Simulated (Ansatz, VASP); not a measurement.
One calculation of C, two programs

```
C
1.0
     2.47061    0.00000    0.00000
    -1.23531    2.13961    0.00000
     0.00000    0.00000   12.10347
C
12
Cartesian
  1.2353 0.7132 4.2867
  0.0000 1.4264 10.3384
  1.2353 0.7132 1.7650
  0.0000 1.4264 7.8168
  1.2353 0.7132 5.7996
  0.0000 1.4264 11.8514
  1.2353 0.7132 0.2521
  0.0000 1.4264 6.3039
  0.0000 0.0000 9.8341
  0.0000 0.0000 3.7823
  0.0000 0.0000 8.3211
  0.0000 0.0000 2.2694
```

Alike in both runs: task single point; functional PBE; k mesh 12 × 12 × 3; occupations fermi-dirac, width 0.05 eV; no spin polarisation.

|  | VASP | Ansatz |
| --- | --- | --- |
| version | VASP 6.6.1 | Ansatz 0.2.0 |
| potentials or method | VASP PAW PBE potentials, release 64 (C) | Ansatz PAW |
| plane-wave cutoff (eV) | 520 | 420 |
| valence electrons in the cell | 48 | 48 |

|  | VASP | Ansatz | Ansatz less VASP |
| --- | --- | --- | --- |
| gap on the k mesh at the Fermi level (eV) | 4.54 | 4.55 | +0.007 |
| least direct gap on the mesh (eV) | 5.44 | 5.45 | +0.008 |
| rms of the force components (eV/Å) | 0.170 | 0.170 | -0.0003 |

Atom by atom the forces differ by 0.001 eV/Å (rms over components).

Noted on Ansatz's run: Pulay correction over one GPa; odd divisions of the mesh miss points on the zone boundary, where band edges often lie, so the gap on the mesh can be too wide.
